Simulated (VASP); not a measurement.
# MgO (P6_3/mmc) in VASP: a series of runs

The runs below take MgO through single point, with LDA, PBE, r2SCAN.

All numbers are computed with VASP 6.6.1; they aren't measurements. Logs are shortened: lines on timing, memory, paths and dates and some standing lists are left out, and cuts for length are marked.

## (1) The cell of the first run

The structure is hexagonal, space group P6_3/mmc (No. 194). The conventional cell has a = 3.484 Å, b = 3.484 Å, c = 4.185 Å, α = 90.00°, β = 90.00°, γ = 120.00°. Mg (site symmetry -6m2) has 5 O at 2.01 to 2.09 Å within 2.7 Å. Within 2.7 Å of O (site symmetry -6m2) lie 5 Mg at 2.01 to 2.09 Å.

## (2) Single point, LDA

Input file INCAR:

```
PREC     = Accurate       # precision mode
ENCUT    = 520            # plane-wave cutoff, eV
EDIFF    = 1E-7           # SCF threshold, eV
ISMEAR   = 0              # smearing method
SIGMA    = 0.01           # smearing width, eV
LREAL    = F              # projectors in reciprocal space
LASPH    = T              # aspherical terms in the spheres
NELM     = 80             # most SCF steps
ALGO     = Normal         # electronic algorithm
ISIF     = 2              # what is computed and relaxed
LWAVE    = F              # write WAVECAR
LCHARG   = T              # write CHGCAR
LELF     = T              # ELF
LVHAR    = T            
NBANDS   = 16             # bands
```

Input file KPOINTS:

```
Automatic mesh
0
Gamma
  6 6 4
```

Input file POSCAR:

```
MgO
1.0
    3.4840796111      0.0000000000      0.0000000000
   -1.7420398056      3.0173014520      0.0000000000
    0.0000000000      0.0000000000      4.1853171324
Mg O
2 2
Direct
    0.6666666667      0.3333333333      0.7500000000
    0.3333333333      0.6666666667      0.2500000000
    0.6666666667      0.3333333333      0.2500000000
    0.3333333333      0.6666666667      0.7500000000
```

Potentials or basis: VASP PAW LDA potentials, release 64 (Mg, O).

Run with:

```
$ cat potpaw_LDA.64/Mg/POTCAR potpaw_LDA.64/O/POTCAR > POTCAR
$ mpirun -np 1 vasp_std > vasp.out
```

OUTCAR:

```text
PREC = Accurate
   ENCUT = 520
   EDIFF = 1E-7
   ISMEAR = 0
   LREAL = F
   LASPH = T
   NELM = 80
   ISIF = 2

 ion  position               nearest neighbor table
   1  0.667  0.333  0.750-   4 2.01   4 2.01   4 2.01   3 2.09   3 2.09   2 2.90   2 2.90   2 2.90
                             2 2.90   2 2.90   2 2.90
   2  0.333  0.667  0.250-   3 2.01   3 2.01   3 2.01   4 2.09   4 2.09   1 2.90   1 2.90   1 2.90
                             1 2.90   1 2.90   1 2.90
   3  0.667  0.333  0.250-   2 2.01   2 2.01   2 2.01   1 2.09   1 2.09
   4  0.333  0.667  0.750-   1 2.01   1 2.01   1 2.01   2 2.09   2 2.09

  LATTYP: Found a hexagonal cell.
 ALAT       =     3.4840796111
 C/A-ratio  =     1.2012690867

  Lattice vectors:

 A1 = (   3.4840796111,   0.0000000000,   0.0000000000)
 A2 = (  -1.7420398056,   3.0173014520,   0.0000000000)
 A3 = (   0.0000000000,   0.0000000000,   4.1853171324)

Analysis of symmetry for initial positions (statically):
=====================================================================
 Subroutine PRICEL returns:
 Original cell was already a primitive cell.

 Routine SETGRP: Setting up the symmetry group for a
 hexagonal supercell.

 Subroutine GETGRP returns: Found 24 space group operations
 (whereof 12 operations were pure point group operations)
 out of a pool of 24 trial point group operations.

The static configuration has the point symmetry D_3d.
 The point group associated with its full space group is D_6h.

Analysis of symmetry for dynamics (positions and initial velocities):
=====================================================================
 Subroutine PRICEL returns:
 Original cell was already a primitive cell.

 Routine SETGRP: Setting up the symmetry group for a
 hexagonal supercell.

 Subroutine GETGRP returns: Found 24 space group operations
 (whereof 12 operations were pure point group operations)
 out of a pool of 24 trial point group operations.

The dynamic configuration has the point symmetry D_3d.
 The point group associated with its full space group is D_6h.

 Subroutine INISYM returns: Found 24 space group operations
 (whereof 12 operations are pure point group operations),
 and found     1 'primitive' translations

----------------------------------------------------------------------------------------

                                     Primitive cell

  volume of cell :      43.9982

  direct lattice vectors                    reciprocal lattice vectors
     3.484079611  0.000000000  0.000000000     0.287019848  0.165710986  0.000000000
    -1.742039806  3.017301452  0.000000000     0.000000000  0.331421973  0.000000000
     0.000000000  0.000000000  4.185317132     0.000000000  0.000000000  0.238930520

  length of vectors
     3.484079611  3.484079611  4.185317132     0.331421973  0.331421973  0.238930520

  position of ions in fractional coordinates (direct lattice)
     0.666666667  0.333333333  0.750000000
     0.333333333  0.666666667  0.250000000
     0.666666667  0.333333333  0.250000000
     0.333333333  0.666666667  0.750000000

  ion indices of the primitive-cell ions
   primitive index   ion index
                 1           1
                 2           2
                 3           3
                 4           4

----------------------------------------------------------------------------------------

 KPOINTS: Automatic mesh

Automatic generation of k-mesh.
 Grid dimensions read from file:
 generate k-points for:    6    6    4

 Generating k-lattice:

  Cartesian coordinates                     Fractional coordinates (reciprocal lattice)
     0.047836641  0.027618498  0.000000000     0.166666667  0.000000000  0.000000000
     0.000000000  0.055236995  0.000000000     0.000000000  0.166666667  0.000000000
     0.000000000  0.000000000  0.059732630     0.000000000  0.000000000  0.250000000

  Length of vectors
     0.055236995  0.055236995  0.059732630

  Shift w.r.t. Gamma in fractional coordinates (k-lattice)
     0.000000000  0.000000000  0.000000000

 Subroutine IBZKPT returns following result:
 ===========================================

 Found     21 irreducible k-points:

 Following reciprocal coordinates:
            Coordinates               Weight
  0.000000  0.000000  0.000000      1.000000
  0.166667 -0.000000  0.000000      6.000000
  0.333333  0.000000  0.000000      6.000000
  0.500000  0.000000  0.000000      3.000000
  0.166667  0.166667  0.000000      6.000000
  0.333333  0.166667  0.000000     12.000000
[... 13 lines left out ...]
  0.333333  0.166667  0.500000     12.000000
  0.333333  0.333333  0.500000      2.000000
   k-points           NKPTS =     21   k-points in BZ     NKDIM =     21   number of bands    NBANDS=     16
   number of dos      NEDOS =    301   number of ions     NIONS =      4
   total plane-waves  NPLWV =  25088
   dimension x,y,z NGX =    28 NGY =   28 NGZ =   32
   dimension x,y,z NGXF=    56 NGYF=   56 NGZF=   64
   ions per type =               2   2
   NGX,Y,Z   is equivalent  to a cutoff of  13.36, 13.36, 12.71 a.u.
   NGXF,Y,Z  is equivalent  to a cutoff of  26.72, 26.72, 25.42 a.u.
 SYSTEM =  unknown system
   PREC   = accura    normal or accurate (medium, high low for compatibility)
   ISTART =      0    job   : 0-new  1-cont  2-samecut
   ICHARG =      2    charge: 1-file 2-atom 10-const
   ISPIN  =      1    spin polarized calculation?
   LNONCOLLINEAR =      F non collinear calculations
   LSORBIT =      F    spin-orbit coupling
   LASPH  =      T    aspherical Exc in radial PAW
   ENCUT  =  520.0 eV  38.22 Ry    6.18 a.u.   6.48  6.48  7.78*2*pi/ulx,y,z
   NELM   =     80;   NELMIN=  2; NELMDL= -5     # of ELM steps
   EDIFF  = 0.1E-06   stopping-criterion for ELM
   LREAL  =      F    real-space projection
   EDIFFG = 0.1E-05   stopping-criterion for IOM
   NSW    =      0    number of steps for IOM
   IBRION =     -1    ionic relax: 0-MD 1-quasi-New 2-CG
   NFREE  =      0    steps in history (QN), initial steepest desc. (CG)
   ISIF   =      2    stress and relaxation
   ISYM   =      2    0-nonsym 1-usesym 2-fastsym
   POTIM  = 0.5000    time-step for ionic-motion
   TEBEG  =    0.0;   TEEND  =   0.0 temperature during run
   PSTRESS=    0.0 pullay stress
   NELECT =      16.0000    total number of electrons
   NUPDOWN=      -1.0000    fix difference up-down
   EMIN   =  10.00;   EMAX   =-10.00  energy-range for DOS
   EFERMI =   0.00;   METHOD = LEGACY
   ISMEAR =     0;   SIGMA  =   0.01  broadening in eV -4-tet -1-fermi 0-gaus
   EFERMI_NEDOS =   21; number of points for ismear=-14 and -15
   IALGO  =     38    algorithm
   IMIX   =      4    mixing-type and parameters
     AMIX     =   0.40;   BMIX     =  1.00
     AMIX_MAG =   1.60;   BMIX_MAG =  1.00
  volume/ion in A,a.u.               =      11.00        74.23
  Fermi-wavevector in a.u.,A,eV,Ry     =   1.168521  2.208184 18.577950  1.365441
  Thomas-Fermi vector in A             =   2.305006
   LORBIT       =      0    0 simple, 1 ext, 2 COOP (PROOUT), +10 PAW based schemes
   GGA     = CA    functional components
   LHFCALC =     F    Hartree Fock is set to
   AEXX    =    0.0000 exact exchange contribution
   IVDW    =     0    specifies the selected vdW correction
   LEPSILON=     F    determine dielectric tensor
   LRPA    =     F    only Hartree local field effects (RPA)
 non-spin polarized calculation
 Gauss-broadening in eV      SIGMA  =   0.01
  energy-cutoff  :      520.00
  volume of cell :       44.00
 maximum number of plane-waves:      1204
 NGX is ok and might be reduce to    28
   NGX = 13   NGY = 13   NGZ = 15

 number of electron      15.9999998 magnetization

 Free energy of the ion-electron system (eV)
  ---------------------------------------------------
  ext. energy  EPLUGINS =         0.00000000
  ---------------------------------------------------
  free energy    TOTEN  =       -26.49590426 eV

  energy without entropy =      -26.49590426  energy(sigma->0) =      -26.49590426

 E-fermi :   1.7711     XC(G=0): -10.6000

 val. band max:        1.6816455271   @ k =   0.0000   0.0000   0.0000
 cond. band min:       5.0105906254   @ k =   0.0000   0.0000   0.0000
 fundamental gap:      3.3289450983
 Fermi energy:         1.7710516324

 k-point     1 :       0.0000    0.0000    0.0000
  band No.  band energies     occupation
      1     -14.9780      2.00000
      2     -13.5088      2.00000
      3      -2.0310      2.00000
      4      -0.0775      2.00000
      5      -0.0775      2.00000
      6       0.8644      2.00000
[... 8 lines left out ...]
     15      17.0372      0.00000
     16      17.0380      0.00000

 k-point     2 :       0.1667   -0.0000    0.0000
  band No.  band energies     occupation
      1     -14.8380      2.00000
      2     -13.5343      2.00000
      3      -1.8138      2.00000
      4      -0.5361      2.00000
      5      -0.2740      2.00000
      6       0.3196      2.00000
[... 8 lines left out ...]
     15      16.0244      0.00000
     16      16.2466      0.00000

 k-point     3 :       0.3333    0.0000    0.0000
  band No.  band energies     occupation
      1     -14.4956      2.00000
      2     -13.6415      2.00000
      3      -1.5136      2.00000
      4      -1.2350      2.00000
      5      -0.5724      2.00000
      6      -0.1633      2.00000
[... 8 lines left out ...]
     15      15.5317      0.00000
     16      16.0923      0.00000

 k-point     4 :       0.5000    0.0000    0.0000
  band No.  band energies     occupation
      1     -14.2411      2.00000
      2     -13.7757      2.00000
      3      -1.9501      2.00000
      4      -0.7348      2.00000
      5      -0.6968      2.00000
      6      -0.3235      2.00000
[... 8 lines left out ...]
     15      16.0974      0.00000
     16      16.1960      0.00000
[... 267 lines left out ...]
 k-point    19 :       0.1667    0.1667    0.5000
  band No.  band energies     occupation
      1     -14.0617      2.00000
      2     -14.0617      2.00000
      3      -1.7626      2.00000
      4      -1.7626      2.00000
      5       0.0107      2.00000
      6       0.0107      2.00000
[... 8 lines left out ...]
     15      16.9873      0.00000
     16      16.9873      0.00000

 k-point    20 :       0.3333    0.1667    0.5000
  band No.  band energies     occupation
      1     -13.9431      2.00000
      2     -13.9431      2.00000
      3      -2.0984      2.00000
      4      -2.0984      2.00000
      5      -0.3640      2.00000
      6      -0.3640      2.00000
[... 8 lines left out ...]
     15      17.4620      0.00000
     16      17.4620      0.00000

 k-point    21 :       0.3333    0.3333    0.5000
  band No.  band energies     occupation
      1     -13.9036      2.00000
      2     -13.9036      2.00000
      3      -1.9825      2.00000
      4      -1.9825      2.00000
      5      -0.8563      2.00000
      6      -0.8563      2.00000
[... 8 lines left out ...]
     15      18.9556      0.00000
     16      18.9556      0.00000

------------------------ aborting loop because EDIFF is reached ----------------------------------------

  FORCE on cell =-STRESS in cart. coord.  units (eV):
  Direction    XX          YY          ZZ          XY          YZ          ZX
  --------------------------------------------------------------------------------------
  -------------------------------------------------------------------------------------
  Total       -1.5534243     -1.5534243     -1.6787132      0.0000000      0.0000000     -0.0000000
  in kB      -56.5673093    -56.5673093    -61.1296536      0.0000000      0.0000000     -0.0000000
  external PRESSURE =     -58.0880907 kB  Pullay stress =       0.0000000 kB

 VOLUME and BASIS-vectors are now :
 -----------------------------------------------------------------------------
  energy-cutoff  :      520.00
  volume of cell :       44.00
      direct lattice vectors                 reciprocal lattice vectors
     3.484079611  0.000000000  0.000000000     0.287019848  0.165710986  0.000000000
    -1.742039806  3.017301452  0.000000000     0.000000000  0.331421973  0.000000000
     0.000000000  0.000000000  4.185317132     0.000000000  0.000000000  0.238930520

 POSITION                                       TOTAL-FORCE (eV/Angst)
 -----------------------------------------------------------------------------------
      1.74204      1.00577      3.13899        -0.000000      0.000000      0.000000
     -0.00000      2.01153      1.04633        -0.000000     -0.000000      0.000000
      1.74204      1.00577      1.04633        -0.000000     -0.000000      0.000000
     -0.00000      2.01153      3.13899         0.000000      0.000000      0.000000
 -----------------------------------------------------------------------------------
    total drift:                                0.000000     -0.000000      0.000000

  FREE ENERGIE OF THE ION-ELECTRON SYSTEM (eV)
  ---------------------------------------------------
  free  energy   TOTEN  =       -26.4959042605 eV

  energy  without entropy=      -26.4959042605  energy(sigma->0) =      -26.49590426
```

It took 18 s on 1 thread of Intel Xeon 8259CL, shared host; peak memory 0.15 GiB.

Results:

```yaml
Free_energy: -26.4959 eV
Pressure: -5.8 GPa
Band_gap_on_the_k_mesh: 3.33 eV, direct
```

Stress tensor (GPa, compression positive):
```
-5.66  0.00  0.00
 0.00 -5.66  0.00
 0.00  0.00 -6.11
```

Levels at points of the mesh, in eV from the valence-band top:
| k point | band 6 | band 7 | band 8 | band 9 | band 10 | band 11 |
| --- | --- | --- | --- | --- | --- | --- |
| (0.00, 0.00, 0.00) | -0.82 | -0.82 | 0.00 | 3.33 | 9.22 | 12.04 |
| (0.50, 0.00, 0.00) | -2.01 | -1.33 | -0.53 | 6.82 | 8.91 | 9.64 |
| (0.00, 0.00, 0.50) | -1.31 | -1.31 | -1.31 | 6.33 | 6.33 | 12.63 |
| (0.50, 0.00, 0.50) | -1.56 | -0.84 | -0.84 | 7.14 | 7.14 | 11.76 |

Expect the measured gap to be larger: semilocal functionals such as LDA lack the derivative discontinuity.

## (3) Single point, PBE

Input file INCAR:

```
SYSTEM = MgO
PREC = Accurate ; ENCUT = 520
EDIFF = 1E-6 ; ISMEAR = 0
SIGMA = 0.01 ; LREAL = .False.
LASPH = .True. ; NELM = 100
ALGO = Normal ; ISIF = 2
LWAVE = .False. ; LCHARG = .False.
GGA = PE ; NBANDS = 16
```

Input file KPOINTS:

```
regular mesh
0
Gamma
  6 6 4
  0 0 0
```

POSCAR is that of step 2.

Potentials or basis: VASP PAW PBE potentials, release 64 (Mg, O).

Run with:

```
$ cat potpaw_PBE.64/Mg/POTCAR potpaw_PBE.64/O/POTCAR > POTCAR
$ mpirun -np 1 vasp_std > vasp.out
```

Wall time 20 s (1 thread of Intel Xeon 8259CL, shared host); peak memory 0.17 GiB.

Results (log left out):

- Free energy: -23.6579 eV
- Pressure: 4.0 GPa
- Band gap on the k mesh: 3.43 eV, direct

Stress tensor (GPa, compression positive):
```
3.82 0.00 0.00
0.00 3.82 0.00
0.00 0.00 4.29
```

Levels at points of the mesh, in eV from the valence-band top:
| k point | band 6 | band 7 | band 8 | band 9 | band 10 | band 11 |
| --- | --- | --- | --- | --- | --- | --- |
| (0.00, 0.00, 0.00) | -0.81 | -0.81 | 0.00 | 3.43 | 9.47 | 12.23 |
| (0.50, 0.00, 0.00) | -1.97 | -1.30 | -0.53 | 7.00 | 9.08 | 9.85 |
| (0.00, 0.00, 0.50) | -1.29 | -1.29 | -1.29 | 6.46 | 6.46 | 12.91 |
| (0.50, 0.00, 0.50) | -1.54 | -0.82 | -0.82 | 7.33 | 7.33 | 11.97 |

## (4) Single point, r2SCAN

POSCAR is that of step 3.

Input file INCAR.step1:

```
  PREC = Accurate
  ENCUT = 520
  ISMEAR = 0
  SIGMA = 0.01
  LREAL = False
  LASPH = True
  NELM = 60
  NBANDS = 16
  GGA = PE
  ALGO = Normal
  EDIFF = 1E-4
  LWAVE = True
  LCHARG = False
```

Input file INCAR.step2:

```
  PREC = Accurate
  ENCUT = 520
  EDIFF = 1E-6
  ISMEAR = 0
  SIGMA = 0.01
  LREAL = False
  LASPH = True
  NELM = 60
  ALGO = Normal
  ISIF = 2
  LWAVE = False
  LCHARG = True
  METAGGA = R2SCAN
  LMIXTAU = True
  LELF = True
  LVHAR = True
  NBANDS = 16
  ISTART = 1
```

Input file KPOINTS:

```
Automatic mesh
0
Gamma
  6 6 4
```

Run with:

```
$ cat potpaw_PBE.64/Mg/POTCAR potpaw_PBE.64/O/POTCAR > POTCAR
$ cp INCAR.step1 INCAR
$ mpirun -np 1 vasp_std > vasp.out
$ cp INCAR.step2 INCAR
$ mpirun -np 1 vasp_std > vasp.out
```

Wall time 1.7 min (1 thread of Intel Xeon 8259CL, shared host); peak memory 0.17 GiB.

The run converged. Its results:

```
Free energy            : -32.0698 eV
Pressure               : -0.8 GPa
Band gap on the k mesh : 4.08 eV, direct
```

Stress tensor (GPa, compression positive):
```
-0.67  0.00  0.00
 0.00 -0.67  0.00
 0.00  0.00 -0.97
```

Levels at points of the mesh, in eV from the valence-band top:
| k point | band 6 | band 7 | band 8 | band 9 | band 10 | band 11 |
| --- | --- | --- | --- | --- | --- | --- |
| (0.00, 0.00, 0.00) | -0.84 | -0.84 | 0.00 | 4.08 | 10.38 | 13.16 |
| (0.50, 0.00, 0.00) | -1.97 | -1.31 | -0.54 | 7.66 | 10.01 | 10.62 |
| (0.00, 0.00, 0.50) | -1.32 | -1.32 | -1.32 | 7.14 | 7.14 | 13.85 |
| (0.50, 0.00, 0.50) | -1.56 | -0.83 | -0.83 | 8.03 | 8.03 | 13.02 |

Caveat: the PAW data sets were made with another functional, which shifts forces and pressure a little.

## (5) Single point, r2SCAN

POSCAR is that of step 4.

Input file INCAR.step1:

```
SYSTEM = MgO
PREC = Accurate
ENCUT = 520
ISMEAR = 0
SIGMA = 0.01
LREAL = .FALSE.
LASPH = .TRUE.
NELM = 60
NBANDS = 16
GGA = PE
ALGO = Normal
EDIFF = 1E-4
LWAVE = .TRUE.
LCHARG = .FALSE.
```

Input file INCAR.step2:

```
SYSTEM = MgO
PREC = Accurate
ENCUT = 520
EDIFF = 1E-6
ISMEAR = 0
SIGMA = 0.01
LREAL = .FALSE.
LASPH = .TRUE.
NELM = 60
ALGO = Normal
ISIF = 2
LWAVE = .FALSE.
LCHARG = .FALSE.
METAGGA = R2SCAN
LMIXTAU = .TRUE.
NBANDS = 16
ISTART = 1
```

Input file KPOINTS:

```
Automatic mesh
0
G
  6 6 4
  0 0 0
```

Run with:

```
$ cat potpaw_PBE.64/Mg/POTCAR potpaw_PBE.64/O/POTCAR > POTCAR
$ cp INCAR.step1 INCAR
$ mpirun -np 1 vasp_std > vasp.out
$ cp INCAR.step2 INCAR
$ mpirun -np 1 vasp_std > vasp.out
```

It took 93 s on 1 thread of Intel Xeon 8259CL, shared host; peak memory 0.17 GiB.

It converged, with:

```
Free energy            : -32.0698 eV
Pressure               : -0.8 GPa
Band gap on the k mesh : 4.08 eV, direct
```

Stress tensor (GPa, compression positive):
```
-0.67  0.00  0.00
 0.00 -0.67  0.00
 0.00  0.00 -0.97
```

Levels at points of the mesh, in eV from the valence-band top:
| k point | band 6 | band 7 | band 8 | band 9 | band 10 | band 11 |
| --- | --- | --- | --- | --- | --- | --- |
| (0.00, 0.00, 0.00) | -0.84 | -0.84 | 0.00 | 4.08 | 10.38 | 13.16 |
| (0.50, 0.00, 0.00) | -1.97 | -1.31 | -0.54 | 7.66 | 10.01 | 10.62 |
| (0.00, 0.00, 0.50) | -1.32 | -1.32 | -1.32 | 7.14 | 7.14 | 13.85 |
| (0.50, 0.00, 0.50) | -1.56 | -0.83 | -0.83 | 8.03 | 8.03 | 13.02 |

Caveat: the PAW data sets were made with another functional, which shifts forces and pressure a little.

## (6) Overview

| level | potentials or basis | gap on the mesh (eV) | pressure (GPa) |
| --- | --- | --- | --- |
| LDA | VASP PAW LDA potentials, release 64 (Mg, O) | 3.33 | -5.8 |
| PBE | VASP PAW PBE potentials, release 64 (Mg, O) | 3.43 | 4.0 |
| r2SCAN | VASP PAW PBE potentials, release 64 (Mg, O) | 4.08 | -0.8 |

Alike in all rows: task single point; no spin polarisation; cell as given; k mesh 6 × 6 × 4; cutoff (eV) 520; smearing gaussian 0.01 eV.

Caveats: the PAW data sets were made with another functional, which shifts forces and pressure a little (some runs).

Absolute energies hang on the potentials; compare differences alone.
